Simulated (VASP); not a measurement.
# NbSi2 (P1) in VASP: single point with PBE

Aim: the single point of NbSi2 with PBE.

All numbers are computed with VASP 6.6.1; they aren't measurements. Logs are shortened: lines on timing, memory, paths and dates and some standing lists are left out, and cuts for length are marked.

## 1. The cell of the first run

The typed cell holds 9 atoms: a = 4.819 Å, b = 4.819 Å, c = 6.592 Å, α = 90.00°, β = 90.00°, γ = 120.00°.

## 2. Single point, PBE

The input, INCAR:

```
SYSTEM = NbSi2
  PREC = Accurate
  ENCUT = 520
  EDIFF = 1E-7
  ISMEAR = 0
  SIGMA = 0.05
  LREAL = .False.
  LASPH = .True.
  NELM = 80
  ALGO = Fast
  ISIF = 2
  LWAVE = .False.
  LCHARG = .False.
  GGA = PE
  NBANDS = 42
```

The input, KPOINTS:

```
regular mesh
0
Gamma
  9 9 6
  0 0 0
```

The input, POSCAR:

```
NbSi2
1.0
    4.8190000000      0.0000000000      0.0000000000
   -2.4095000000      4.1733764208      0.0000000000
    0.0000000000      0.0000000000      6.5920000000
Nb Si
3 6
Direct
    0.5000000000      0.0000000000      0.5000000000
    0.5000000000      0.5000000000      0.8333333333
    0.0000000000      0.5000000000      0.1666666667
    0.1599000000      0.3198000000      0.5000000000
    0.8401000000      0.1599000000      0.8333333333
    0.6802000000      0.8401000000      0.1666666667
    0.8401000000      0.6802000000      0.5151699029
    0.1599000000      0.8401000000      0.8333333333
    0.3198000000      0.1599000000      0.1666666667
```

Potentials or basis: VASP PAW PBE potentials, release 64 (Nb_sv, Si).

The run is started by

```
$ cat potpaw_PBE.64/Nb_sv/POTCAR potpaw_PBE.64/Si/POTCAR > POTCAR
$ mpirun -np 1 vasp_std > vasp.out
```

OUTCAR:

```text
SYSTEM = NbSi2
   PREC = Accurate
   ENCUT = 520
   EDIFF = 1E-7
   ISMEAR = 0
   LREAL = .False.
   LASPH = .True.
   NELM = 80
   ISIF = 2
   GGA = PE

 ion  position               nearest neighbor table
   1  0.500  0.000  0.500-   5 2.62   6 2.62   8 2.62   9 2.62   4 2.75   4 2.75   7 2.76   7 2.76
                             4 2.84   7 2.84
   2  0.500  0.500  0.833-   7 2.53   4 2.62   6 2.62   9 2.62   5 2.75   8 2.75   8 2.75   5 2.75
                             8 2.84   5 2.84
   3  0.000  0.500  0.167-   4 2.62   5 2.62   8 2.62   7 2.70   9 2.75   6 2.75   9 2.75   6 2.75
                             6 2.84   9 2.84
   4  0.160  0.320  0.500-   5 2.57   9 2.57   2 2.62   3 2.62   7 2.67   1 2.75   1 2.75   1 2.84
                             7 2.84   7 2.84
   5  0.840  0.160  0.833-   4 2.57   6 2.57   1 2.62   3 2.62   8 2.67   2 2.75   2 2.75   2 2.84
                             8 2.84   8 2.84   7 3.12
   6  0.680  0.840  0.167-   5 2.57   1 2.62   2 2.62   7 2.66   9 2.67   3 2.75   3 2.75   3 2.84
                             9 2.84   9 2.84
   7  0.840  0.680  0.515-   8 2.49   2 2.53   6 2.66   4 2.67   3 2.70   1 2.76   1 2.76   1 2.84
                             4 2.84   4 2.84   5 3.12
   8  0.160  0.840  0.833-   7 2.49   9 2.57   1 2.62   3 2.62   5 2.67   2 2.75   2 2.75   2 2.84
                             5 2.84   5 2.84
   9  0.320  0.160  0.167-   4 2.57   8 2.57   1 2.62   2 2.62   6 2.67   3 2.75   3 2.75   3 2.84
                             6 2.84   6 2.84

  LATTYP: Found a hexagonal cell.
 ALAT       =     4.8190000000
 C/A-ratio  =     1.3679186553

  Lattice vectors:

 A1 = (   4.8190000000,   0.0000000000,   0.0000000000)
 A2 = (  -2.4095000000,   4.1733764208,   0.0000000000)
 A3 = (   0.0000000000,   0.0000000000,   6.5920000000)

Analysis of symmetry for initial positions (statically):
=====================================================================
 Subroutine PRICEL returns:
 Original cell was already a primitive cell.

 Routine SETGRP: Setting up the symmetry group for a
 hexagonal supercell.

 Subroutine GETGRP returns: Found  1 space group operations
 (whereof  1 operations were pure point group operations)
 out of a pool of 24 trial point group operations.

The static configuration has the point symmetry C_1 .

Analysis of symmetry for dynamics (positions and initial velocities):
=====================================================================
 Subroutine PRICEL returns:
 Original cell was already a primitive cell.

 Routine SETGRP: Setting up the symmetry group for a
 hexagonal supercell.

 Subroutine GETGRP returns: Found  1 space group operations
 (whereof  1 operations were pure point group operations)
 out of a pool of 24 trial point group operations.

The dynamic configuration has the point symmetry C_1 .

 Subroutine INISYM returns: Found  1 space group operations
 (whereof  1 operations are pure point group operations),
 and found     1 'primitive' translations

----------------------------------------------------------------------------------------

                                     Primitive cell

  volume of cell :     132.5750

  direct lattice vectors                    reciprocal lattice vectors
     4.819000000  0.000000000  0.000000000     0.207511932  0.119807070  0.000000000
    -2.409500000  4.173376421  0.000000000     0.000000000  0.239614140  0.000000000
     0.000000000  0.000000000  6.592000000     0.000000000  0.000000000  0.151699029

  length of vectors
     4.819000000  4.819000000  6.592000000     0.239614140  0.239614140  0.151699029

  position of ions in fractional coordinates (direct lattice)
     0.500000000  0.000000000  0.500000000
     0.500000000  0.500000000  0.833333333
     0.000000000  0.500000000  0.166666667
     0.159900000  0.319800000  0.500000000
     0.840100000  0.159900000  0.833333333
     0.680200000  0.840100000  0.166666667
     0.840100000  0.680200000  0.515169903
     0.159900000  0.840100000  0.833333333
     0.319800000  0.159900000  0.166666667

  ion indices of the primitive-cell ions
   primitive index   ion index
                 1           1
                 2           2
                 3           3
                 4           4
                 5           5
                 6           6
                 7           7
                 8           8
                 9           9

----------------------------------------------------------------------------------------

 KPOINTS: regular mesh

Automatic generation of k-mesh.
 Grid dimensions read from file:
 generate k-points for:    9    9    6

 Generating k-lattice:

  Cartesian coordinates                     Fractional coordinates (reciprocal lattice)
     0.023056881  0.013311897  0.000000000     0.111111111  0.000000000  0.000000000
     0.000000000  0.026623793  0.000000000     0.000000000  0.111111111  0.000000000
     0.000000000  0.000000000  0.025283172     0.000000000  0.000000000  0.166666667

  Length of vectors
     0.026623793  0.026623793  0.025283172

  Shift w.r.t. Gamma in fractional coordinates (k-lattice)
     0.000000000  0.000000000  0.000000000

 Subroutine IBZKPT returns following result:
 ===========================================

 Found    244 irreducible k-points:

 Following reciprocal coordinates:
            Coordinates               Weight
  0.000000  0.000000  0.000000      1.000000
  0.111111  0.000000  0.000000      2.000000
  0.000000  0.111111  0.000000      2.000000
 -0.111111  0.111111  0.000000      2.000000
  0.222222  0.000000  0.000000      2.000000
  0.000000  0.222222  0.000000      2.000000
[... 16 lines left out ...]
  0.333333  0.111111  0.000000      2.000000
 -0.111111  0.444444  0.000000      2.000000
 [... further k-points ...]
   k-points           NKPTS =    244   k-points in BZ     NKDIM =    244   number of bands    NBANDS=     42
   number of dos      NEDOS =    301   number of ions     NIONS =      9
   total plane-waves  NPLWV =  64800
   dimension x,y,z NGX =    36 NGY =   36 NGZ =   50
   dimension x,y,z NGXF=    72 NGYF=   72 NGZF=  100
   ions per type =               3   6
   NGX,Y,Z   is equivalent  to a cutoff of  12.42, 12.42, 12.61 a.u.
   NGXF,Y,Z  is equivalent  to a cutoff of  24.84, 24.84, 25.22 a.u.
 SYSTEM =  NbSi2
   PREC   = accura    normal or accurate (medium, high low for compatibility)
   ISTART =      0    job   : 0-new  1-cont  2-samecut
   ICHARG =      2    charge: 1-file 2-atom 10-const
   ISPIN  =      1    spin polarized calculation?
   LNONCOLLINEAR =      F non collinear calculations
   LSORBIT =      F    spin-orbit coupling
   LASPH  =      T    aspherical Exc in radial PAW
   ENCUT  =  520.0 eV  38.22 Ry    6.18 a.u.   8.96  8.96 12.26*2*pi/ulx,y,z
   NELM   =     80;   NELMIN=  2; NELMDL= -5     # of ELM steps
   EDIFF  = 0.1E-06   stopping-criterion for ELM
   LREAL  =      F    real-space projection
   EDIFFG = 0.1E-05   stopping-criterion for IOM
   NSW    =      0    number of steps for IOM
   IBRION =     -1    ionic relax: 0-MD 1-quasi-New 2-CG
   NFREE  =      0    steps in history (QN), initial steepest desc. (CG)
   ISIF   =      2    stress and relaxation
   ISYM   =      2    0-nonsym 1-usesym 2-fastsym
   POTIM  = 0.5000    time-step for ionic-motion
   TEBEG  =    0.0;   TEEND  =   0.0 temperature during run
   PSTRESS=    0.0 pullay stress
   NELECT =      63.0000    total number of electrons
   NUPDOWN=      -1.0000    fix difference up-down
   EMIN   =  10.00;   EMAX   =-10.00  energy-range for DOS
   EFERMI =   0.00;   METHOD = LEGACY
   ISMEAR =     0;   SIGMA  =   0.05  broadening in eV -4-tet -1-fermi 0-gaus
   EFERMI_NEDOS =   21; number of points for ismear=-14 and -15
   IALGO  =     68    algorithm
   IMIX   =      4    mixing-type and parameters
     AMIX     =   0.40;   BMIX     =  1.00
     AMIX_MAG =   1.60;   BMIX_MAG =  1.00
  volume/ion in A,a.u.               =      14.73        99.41
  Fermi-wavevector in a.u.,A,eV,Ry     =   1.277520  2.414163 22.205496  1.632058
  Thomas-Fermi vector in A             =   2.410115
   LORBIT       =      0    0 simple, 1 ext, 2 COOP (PROOUT), +10 PAW based schemes
   GGA     = PE    functional components
   LHFCALC =     F    Hartree Fock is set to
   AEXX    =    0.0000 exact exchange contribution
   IVDW    =     0    specifies the selected vdW correction
   LEPSILON=     F    determine dielectric tensor
   LRPA    =     F    only Hartree local field effects (RPA)
 non-spin polarized calculation
 RMM-DIIS sequential band-by-band and
 Gauss-broadening in eV      SIGMA  =   0.05
  energy-cutoff  :      520.00
  volume of cell :      132.58
 maximum number of plane-waves:      3600
   NGX = 17   NGY = 17   NGZ = 25

 number of electron      63.0000001 magnetization

 Free energy of the ion-electron system (eV)
  ---------------------------------------------------
  ext. energy  EPLUGINS =         0.00000000
  ---------------------------------------------------
  free energy    TOTEN  =       -68.15232883 eV

  energy without entropy =      -68.14644516  energy(sigma->0) =      -68.14938699

 E-fermi :  11.3042     XC(G=0): -11.9538

 val. band max:       11.3008647187   @ k =  -0.4444   0.1111  -0.3333
 cond. band min:      11.3044483276   @ k =  -0.4444   0.3333   0.3333
 fundamental gap:      0.0035836089
 Fermi energy:        11.3041791863

 k-point     1 :       0.0000    0.0000    0.0000
  band No.  band energies     occupation
      1     -43.3561      2.00000
      2     -43.3231      2.00000
      3     -43.2975      2.00000
      4     -19.5871      2.00000
      5     -19.5820      2.00000
      6     -19.5765      2.00000
[... 34 lines left out ...]
     41      15.1884      0.00000
     42      15.8097      0.00000

 k-point     2 :       0.1111    0.0000    0.0000
  band No.  band energies     occupation
      1     -43.3552      2.00000
      2     -43.3238      2.00000
      3     -43.2976      2.00000
      4     -19.6037      2.00000
      5     -19.5891      2.00000
      6     -19.5578      2.00000
[... 34 lines left out ...]
     41      15.3067      0.00000
     42      15.5891      0.00000

 k-point     3 :       0.0000    0.1111    0.0000
  band No.  band energies     occupation
      1     -43.3553      2.00000
      2     -43.3235      2.00000
      3     -43.2978      2.00000
      4     -19.6043      2.00000
      5     -19.5865      2.00000
      6     -19.5602      2.00000
[... 34 lines left out ...]
     41      15.3351      0.00000
     42      15.5187      0.00000

 k-point     4 :      -0.1111    0.1111    0.0000
  band No.  band energies     occupation
      1     -43.3555      2.00000
      2     -43.3230      2.00000
      3     -43.2981      2.00000
      4     -19.6053      2.00000
      5     -19.5816      2.00000
      6     -19.5648      2.00000
[... 844 lines left out ...]
     41      15.1078      0.00000
     42      15.5280      0.00000

 k-point    23 :       0.3333    0.1111    0.0000
  band No.  band energies     occupation
      1     -43.3466      2.00000
      2     -43.3311      2.00000
      3     -43.2985      2.00000
      4     -19.6432      2.00000
      5     -19.6057      2.00000
      6     -19.5479      2.00000
[... 34 lines left out ...]
     41      15.0179      0.00000
     42      15.5731      0.00000

 k-point    24 :      -0.1111    0.4444    0.0000
  band No.  band energies     occupation
      1     -43.3495      2.00000
      2     -43.3262      2.00000
      3     -43.3005      2.00000
      4     -19.6425      2.00000
      5     -19.6024      2.00000
      6     -19.5526      2.00000
[... 34 lines left out ...]
     41      15.0434      0.00000
     42      15.5165      0.00000

 [... further k-points ...]

------------------------ aborting loop because EDIFF is reached ----------------------------------------

  FORCE on cell =-STRESS in cart. coord.  units (eV):
  Direction    XX          YY          ZZ          XY          YZ          ZX
  --------------------------------------------------------------------------------------
  -------------------------------------------------------------------------------------
  Total       -0.3771124     -0.4526097      1.2021652      0.2557288     -0.1809086     -0.0217268
  in kB       -4.5574272     -5.4698168     14.5282421      3.0904982     -2.1862913     -0.2625702
  external PRESSURE =       1.5003327 kB  Pullay stress =       0.0000000 kB

 VOLUME and BASIS-vectors are now :
 -----------------------------------------------------------------------------
  energy-cutoff  :      520.00
  volume of cell :      132.58
      direct lattice vectors                 reciprocal lattice vectors
     4.819000000  0.000000000  0.000000000     0.207511932  0.119807070  0.000000000
    -2.409500000  4.173376421  0.000000000     0.000000000  0.239614140  0.000000000
     0.000000000  0.000000000  6.592000000     0.000000000  0.000000000  0.151699029

 POSITION                                       TOTAL-FORCE (eV/Angst)
 -----------------------------------------------------------------------------------
      2.40950      0.00000      3.29600        -0.017054     -0.006679      0.069778
      1.20475      2.08669      5.49333        -0.219423     -0.135053      0.359879
     -1.20475      2.08669      1.09867        -0.148855      0.092477      0.249081
      0.00000      1.33465      3.29600        -0.004645     -0.089761     -0.057412
      3.66316      0.66732      5.49333         0.055917     -0.025319      0.067193
      1.25366      3.50605      1.09867         0.160983      0.033035      0.144993
      2.40950      2.83873      3.39600         0.209390      0.113180     -1.119623
     -1.25366      3.50605      5.49333         0.055645      0.079228      0.216272
      1.15584      0.66732      1.09867        -0.091958     -0.061106      0.069837
 -----------------------------------------------------------------------------------
    total drift:                                0.000160      0.000023     -0.000157

  FREE ENERGIE OF THE ION-ELECTRON SYSTEM (eV)
  ---------------------------------------------------
  free  energy   TOTEN  =       -68.1523288257 eV

  energy  without entropy=      -68.1464451633  energy(sigma->0) =      -68.14938699
```

It took 80 min on 1 thread of Oxide Virtual Turin-like, shared host; peak memory 0.95 GiB.

What came out:

| Item | Value |
| --- | --- |
| Free energy | -68.1523 eV |
| Pressure | 0.2 GPa |
| Largest force | 1.145 eV/Å |
| Band gap on the k mesh | zero (an odd number of electrons rules out a gap without spin polarisation) |

Forces in eV/Å, atoms in the order of the input:
```
Nb  -0.017 -0.007  0.070
Nb  -0.219 -0.135  0.360
Nb  -0.149  0.092  0.249
Si  -0.005 -0.090 -0.057
Si   0.056 -0.025  0.067
Si   0.161  0.033  0.145
Si   0.209  0.113 -1.120
Si   0.056  0.079  0.216
Si  -0.092 -0.061  0.070
```

Stress tensor (GPa, compression positive):
```
-0.46  0.31 -0.03
 0.31 -0.55 -0.22
-0.03 -0.22  1.45
```

Levels at points of the mesh, in eV from the Fermi level:
| k point | band 28 | band 29 | band 30 | band 31 | band 32 | band 33 | band 34 | band 35 | band 36 | band 37 |
| --- | --- | --- | --- | --- | --- | --- | --- | --- | --- | --- |
| (0.00, 0.00, 0.00) | -2.15 | -2.09 | -2.00 | -1.90 | -1.08 | 0.77 | 3.13 | 3.21 | 3.25 | 3.29 |
| (0.00, 0.00, 0.50) | -2.09 | -1.53 | -1.44 | -1.40 | 0.94 | 0.99 | 2.69 | 2.74 | 3.22 | 3.45 |

Caveat: an odd number of electrons without spin polarisation forces a metal; a magnetic or distorted state may lie lower.
